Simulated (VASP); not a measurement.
# C (P6_3/mmc) in VASP: vibrations by perturbation theory with PBEsol

Aim: the vibrations by perturbation theory of C with PBEsol.

All numbers are computed with VASP 6.6.1; they aren't measurements. Logs are shortened: lines on timing, memory, paths and dates and some standing lists are left out, and cuts for length are marked.

## Step 1: The cell of the first run

It takes space group P6_3/mmc (No. 194, hexagonal). Conventional cell: a = 2.505 Å, b = 2.505 Å, c = 8.265 Å, α = 90.00°, β = 90.00°, γ = 120.00°. C (site symmetry 3m) has 4 C at 1.54 Å within 2.0 Å. Within 2.0 Å of C (site symmetry 3m) lie 4 C at 1.54 to 1.56 Å.

## Step 2: Vibrations by perturbation theory, PBEsol

The input, INCAR:

```
SYSTEM = C
ALGO = Normal
EDIFF = 1E-8
ENCUT = 520
GGA = PS
IBRION = 8
ISIF = 2
ISMEAR = 0
LASPH = .True.
LCHARG = .False.
LREAL = .False.
LWAVE = .False.
NBANDS = 26
NELM = 80
NSW = 1
PREC = Accurate
SIGMA = 0.05
```

The input, KPOINTS:

```
k-points
0
Gamma
  12 12 4
  0 0 0
```

The input, POSCAR:

```
C
1.0
    2.5053676376      0.0000000000      0.0000000000
   -1.2526838188      2.1697120200      0.0000000000
    0.0000000000      0.0000000000      8.2648430524
C
8
Direct
    0.0000000000      0.0000000000      0.0929508881
    0.0000000000      0.0000000000      0.5929508881
    0.0000000000      0.0000000000      0.4070491119
    0.0000000000      0.0000000000      0.9070491119
    0.3333333333      0.6666666667      0.1555443681
    0.6666666667      0.3333333333      0.6555443681
    0.3333333333      0.6666666667      0.3444556319
    0.6666666667      0.3333333333      0.8444556319
```

Potentials or basis: VASP PAW PBE potentials, release 64 (C).

Started as:

```
cat potpaw_PBE.64/C/POTCAR > POTCAR
mpirun -np 1 vasp_std > vasp.out
```

OUTCAR:

```text
SYSTEM = C
   EDIFF = 1E-8
   ENCUT = 520
   GGA = PS
   IBRION = 8
   ISIF = 2
   ISMEAR = 0
   LASPH = .True.
   LREAL = .False.
   NELM = 80
   NSW = 1
   PREC = Accurate

 ion  position               nearest neighbor table
   1  0.000  0.000  0.093-   5 1.54   5 1.54   5 1.54   4 1.54
   2  0.000  0.000  0.593-   6 1.54   6 1.54   6 1.54   3 1.54
   3  0.000  0.000  0.407-   7 1.54   7 1.54   7 1.54   2 1.54
   4  0.000  0.000  0.907-   8 1.54   8 1.54   8 1.54   1 1.54
   5  0.333  0.667  0.156-   1 1.54   1 1.54   1 1.54   7 1.56
   6  0.667  0.333  0.656-   2 1.54   2 1.54   2 1.54   8 1.56
   7  0.333  0.667  0.344-   3 1.54   3 1.54   3 1.54   5 1.56
   8  0.667  0.333  0.844-   4 1.54   4 1.54   4 1.54   6 1.56

  LATTYP: Found a hexagonal cell.
 ALAT       =     2.5053676376
 C/A-ratio  =     3.2988543990

  Lattice vectors:

 A1 = (   2.5053676376,   0.0000000000,   0.0000000000)
 A2 = (  -1.2526838188,   2.1697120200,   0.0000000000)
 A3 = (   0.0000000000,   0.0000000000,   8.2648430524)
[... 979 lines left out ...]
  4X     5.971471    0.000000   -0.000000    0.027079    0.000000    0.000000   -0.014640    0.000000    0.000000  -38.638282    0.000000   -0.000000    0.508560    0.000000   -0.000000   -0.063625    0.000000    0.000000    0.712968    0.000000    0.000000   31.496469    0.000000    0.000000
  4Y     0.000000    5.971471    0.000000    0.000000    0.027079    0.000000    0.000000   -0.014640    0.000000    0.000000  -38.638282   -0.000000    0.000000    0.508560   -0.000000    0.000000   -0.063625    0.000000    0.000000    0.712968   -0.000000    0.000000   31.496469    0.000000
  4Z     0.000000   -0.000000   13.892243    0.000000   -0.000000    1.594416   -0.000000    0.000000    0.227259   -0.000000   -0.000000  -49.925767    0.000000    0.000000    5.422320    0.000000    0.000000    5.769296   -0.000000   -0.000000   -0.402084    0.000000    0.000000   23.422317
  5X    31.496940    0.000000   -0.000000    0.713278    0.000000   -0.000000   -0.059326    0.000000   -0.000000    0.511625    0.000000   -0.000000  -38.186782    0.000000   -0.000000   -0.042573    0.000000    0.000000    5.938257    0.000000    0.000000   -0.371420   -0.000000    0.000000
  5Y     0.000000   31.496940   -0.000000    0.000000    0.713278   -0.000000    0.000000   -0.059326   -0.000000    0.000000    0.511625   -0.000000    0.000000  -38.186782    0.000000    0.000000   -0.042573    0.000000    0.000000    5.938257    0.000000    0.000000   -0.371420   -0.000000
  5Z     0.000000    0.000000   23.445592    0.000000    0.000000   -0.421922    0.000000    0.000000    5.758562    0.000000    0.000000    5.431615    0.000000    0.000000  -46.934642    0.000000   -0.000000    0.203720    0.000000    0.000000   11.756990   -0.000000    0.000000    0.760086
  6X     0.713278    0.000000    0.000000   31.496940    0.000000    0.000000    0.511625    0.000000    0.000000   -0.059326    0.000000    0.000000   -0.042573    0.000000    0.000000  -38.186782    0.000000    0.000000   -0.371420    0.000000   -0.000000    5.938257    0.000000    0.000000
  6Y     0.000000    0.713278    0.000000    0.000000   31.496940    0.000000    0.000000    0.511625    0.000000    0.000000   -0.059326    0.000000    0.000000   -0.042573   -0.000000    0.000000  -38.186782    0.000000    0.000000   -0.371420    0.000000    0.000000    5.938257    0.000000
  6Z     0.000000    0.000000   -0.421922    0.000000    0.000000   23.445592    0.000000    0.000000    5.431615    0.000000   -0.000000    5.758562    0.000000   -0.000000    0.203720   -0.000000   -0.000000  -46.934642    0.000000    0.000000    0.760086   -0.000000   -0.000000   11.756990
  7X    -0.059326    0.000000    0.000000    0.511625    0.000000    0.000000   31.496940    0.000000    0.000000    0.713278    0.000000    0.000000    5.938257    0.000000    0.000000   -0.371420    0.000000   -0.000000  -38.186782    0.000000    0.000000   -0.042573    0.000000    0.000000
  7Y     0.000000   -0.059326    0.000000    0.000000    0.511625    0.000000    0.000000   31.496940    0.000000    0.000000    0.713278    0.000000    0.000000    5.938257    0.000000    0.000000   -0.371420    0.000000    0.000000  -38.186782    0.000000    0.000000   -0.042573   -0.000000
  7Z     0.000000   -0.000000    5.758562    0.000000    0.000000    5.431615    0.000000    0.000000   23.445592    0.000000    0.000000   -0.421922   -0.000000   -0.000000   11.756990    0.000000    0.000000    0.760086   -0.000000   -0.000000  -46.934642    0.000000   -0.000000    0.203720
  8X     0.511625    0.000000   -0.000000   -0.059326    0.000000   -0.000000    0.713278    0.000000   -0.000000   31.496940    0.000000   -0.000000   -0.371420   -0.000000    0.000000    5.938257    0.000000    0.000000   -0.042573    0.000000    0.000000  -38.186782    0.000000   -0.000000
  8Y     0.000000    0.511625   -0.000000    0.000000   -0.059326   -0.000000    0.000000    0.713278   -0.000000    0.000000   31.496940   -0.000000    0.000000   -0.371420   -0.000000    0.000000    5.938257    0.000000    0.000000   -0.042573    0.000000    0.000000  -38.186782    0.000000
  8Z     0.000000    0.000000    5.431615    0.000000    0.000000    5.758562    0.000000    0.000000   -0.421922    0.000000    0.000000   23.445592   -0.000000    0.000000    0.760086    0.000000    0.000000   11.756990    0.000000   -0.000000    0.203720    0.000000    0.000000  -46.934642

 Eigenvectors and eigenvalues of the dynamical matrix
 ----------------------------------------------------

   1 f  =   39.537898 THz   248.423938 2PiTHz 1318.842309 cm-1   163.515533 meV
             X         Y         Z           dx          dy          dz
      0.000000  0.000000  0.768225     0.000000   -0.000000    0.429803
      0.000000  0.000000  4.900646     0.000000   -0.000000   -0.429803
      0.000000  0.000000  3.364197    -0.000000    0.000000    0.429803
      0.000000  0.000000  7.496619    -0.000000    0.000000   -0.429803
     -0.000000  1.446475  1.285550    -0.000000    0.000000   -0.255479
      1.252684  0.723237  5.417971    -0.000000    0.000000    0.255479
     -0.000000  1.446475  2.846872     0.000000   -0.000000   -0.255479
      1.252684  0.723237  6.979293     0.000000   -0.000000    0.255479
[... 243 lines left out ...]
  24 f/i=    0.002273 THz     0.014282 2PiTHz    0.075819 cm-1     0.009400 meV
             X         Y         Z           dx          dy          dz
      0.000000  0.000000  0.768225     0.351870   -0.034690   -0.000000
      0.000000  0.000000  4.900646     0.351870   -0.034690   -0.000000
      0.000000  0.000000  3.364197     0.351870   -0.034690   -0.000000
      0.000000  0.000000  7.496619     0.351870   -0.034690   -0.000000
     -0.000000  1.446475  1.285550     0.351826   -0.034686   -0.000000
      1.252684  0.723237  5.417971     0.351826   -0.034686   -0.000000
     -0.000000  1.446475  2.846872     0.351826   -0.034686   -0.000000
      1.252684  0.723237  6.979293     0.351826   -0.034686   -0.000000

--------------------------------------------------------------------------------------------------------

 ELASTIC MODULI CONTR FROM IONIC RELAXATION (kBar)
 Direction    XX          YY          ZZ          XY          YZ          ZX
 --------------------------------------------------------------------------------
 XX        -109.5380     62.5360     27.4452     -0.0000     -0.0000      0.0000
 YY          62.5360   -109.5380     27.4452      0.0000      0.0000     -0.0000
 ZZ          27.4452     27.4452    -32.4160     -0.0000      0.0000      0.0000
 XY          -0.0000      0.0000     -0.0000    -86.0370      0.0000      0.0000
 YZ          -0.0000      0.0000      0.0000      0.0000    -63.1147      0.0000
 ZX           0.0000     -0.0000      0.0000      0.0000      0.0000    -53.8731
 --------------------------------------------------------------------------------
```

OSZICAR:

```text
N       E                     dE             d eps       ncg     rms          rms(c)
DAV:   1     0.598472811086E+02    0.59847E+02   -0.16662E+04  2972   0.120E+03
DAV:   2    -0.744739514147E+02   -0.13432E+03   -0.12552E+03  3966   0.228E+02
DAV:   3    -0.796183701982E+02   -0.51444E+01   -0.50998E+01  3994   0.390E+01
DAV:   4    -0.796631427168E+02   -0.44773E-01   -0.44714E-01  3804   0.407E+00
[... 88 lines left out ...]
RMM:  18    -0.143680453276E+00   -0.95021E-08    0.38810E-07  7584   0.280E-04    0.304E-07
RMM:  19    -0.143680447694E+00    0.55813E-08    0.65457E-07  7656   0.279E-04    0.291E-07
RMM:  20    -0.143680448871E+00   -0.11767E-08    0.47811E-07  7723   0.279E-04    0.378E-07
RMM:  21    -0.143680454131E+00   -0.52601E-08    0.51365E-07  7789   0.279E-04    0.351E-07
RMM:  22    -0.143680456955E+00   -0.28242E-08    0.32641E-07  7849   0.279E-04    0.334E-07
 Linear response finished
```

Run time: 18 min. Hardware: 1 thread of Intel Xeon Platinum 8488C (Sapphire Rapids), shared host; peak memory 0.64 GiB.

Results:

```yaml
Highest_phonon_frequency_at_Γ: 1319 cm⁻¹
```

Phonon frequencies in cm⁻¹ (negative: imaginary):
```
              q point                                                                                             frequencies
(0.000, 0.000, 0.000)  0 0 0 388 388 407 407 531 531 702 712 1064 1216 1216 1245 1251 1251 1263 1263 1291 1298 1312 1312 1319
```

Caveat: the cell stands under pressure or tension, which shifts response properties.
